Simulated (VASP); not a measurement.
Here is a VASP 6.6.1 calculation.

Contents of INCAR:

```
PREC     = Accurate       # precision mode
ENCUT    = 520            # plane-wave cutoff, eV
EDIFF    = 1E-6           # SCF threshold, eV
ISMEAR   = 0              # smearing method
SIGMA    = 0.15           # smearing width, eV
LREAL    = False          # projectors in reciprocal space
LASPH    = True           # aspherical terms in the spheres
NELM     = 60             # most SCF steps
ALGO     = Normal         # electronic algorithm
ISIF     = 2              # what is computed and relaxed
LWAVE    = False          # write WAVECAR
LCHARG   = True           # write CHGCAR
GGA      = PS             # functional
LELF     = True           # ELF
LVHAR    = True         
NBANDS   = 15             # bands
```

Contents of KPOINTS:

```
Automatic mesh
0
Gamma
  18 18 18
```

The input POSCAR:

```
TaN
1.0
    0.0000000000      2.1790000000      2.1790000000
    2.1136300000      0.0000000000      2.1790000000
    2.1136300000      2.1790000000      0.0000000000
Ta N
1 1
Direct
    0.5000000000      0.5000000000      0.5000000000
    0.0000000000      0.0000000000      0.0000000000
```

Potentials or basis: VASP PAW PBE potentials, release 64 (Ta_pv, N).

The run is started by

```bash
$ cat potpaw_PBE.64/Ta_pv/POTCAR potpaw_PBE.64/N/POTCAR > POTCAR
$ mpirun -np 1 vasp_std > vasp.out
```

(1) Estimate the band gap on the k mesh.

(2) What does it give for the pressure?

Answers

(1) zero (bands 8 and 9 overlap by 4.36 eV).

(2) 18.8 GPa.

Caveat: the cell differs from its parent crystal (strain -0.0300 x Voigt [1, 0, 0, 0, 0, 0]); the cell stands under pressure; the PAW data sets were made with another functional, which shifts forces and pressure a little; spin-orbit coupling is left out, which moves the levels of the heavy elements.
